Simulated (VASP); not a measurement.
Runs of VASP 6.6.1 on Sc2Cd. The structure is that of space group Fm-3m (No. 225), or close to it. The cells are those of the table. 

```csv
task,cell,k mesh,cutoff (eV),gap on the mesh (eV),pressure (GPa),relaxed volume (Å³/atom)
single point,"a = 4.839 Å, angles 60.0°, 3 atoms",6 × 6 × 6,520,none,0.1,-
relaxation of cell and atoms,"relaxed from a = 4.839 Å, angles 60.0°, 3 atoms",12 × 12 × 12,600,none,0.0,(a)
relaxation of cell and atoms,"relaxed from a = 4.422 Å, angles 60.0°, 3 atoms",6 × 6 × 6,600,none,0.1,26.71
single point,"a = 4.842 Å, angles 60.0°, 3 atoms",12 × 12 × 12,520,none,0.0,-
```

Alike in all rows: level PBE; potentials or basis VASP PAW PBE potentials, release 64 (Sc_sv, Cd); no spin polarisation; smearing gaussian 0.1 eV.

Problem. Estimate the missing entries.

Solution. (a) 26.78.

Caveats: the volume moved by over 15 % at a fixed basis, so the end points are rough (at least some runs).

A k mesh can miss the band edges, and the runs leave out spin-orbit coupling on Cd.

A gap of «none» marks levels without a gap at the run's occupations.
